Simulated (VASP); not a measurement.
TeRu:

```
CELL_PARAMETERS angstrom
0.00000 3.11393 3.11393
3.11393 0.00000 3.11393
3.11393 3.11393 0.00000
ATOMIC_POSITIONS crystal
Ru 0.00000 0.00000 0.00000
Te 0.25000 0.25000 0.25000
```

Base run:

```yaml
Program: VASP 6.6.1
Functional: LDA
Potentials_or_basis: VASP PAW LDA potentials, release 64 (Ru_pv, Te)
Cutoff: 500 eV
k_mesh: 5 × 5 × 5
Occupations: gaussian, width 0.05 eV
Spin: collinear spin, ferromagnetic start
Starting_moments: "[2.0, 0.0] μB"
Fixed_moment: 2 μB
Hubbard_terms: Ru d U = 6.0 eV
```

Its results: pressure -2.9 GPa; site moments Ru +2.08; Te -0.23 μB.

**Question.** The run is repeated on the same cell with these changes: fixed moment from 2 μB to 1 μB; moments at the start from [2.0, 0.0] to [1.0, 0.0]. What comes out?

**Answer.** Pressure -9.8 GPa; site moments Ru +1.38; Te -0.27 μB.

Caveats: the total moment is fixed, so each spin has its own Fermi level and the state may be an excited one; the U is typed as a test and isn't derived for this compound; the cell stands under tension (at least some runs).
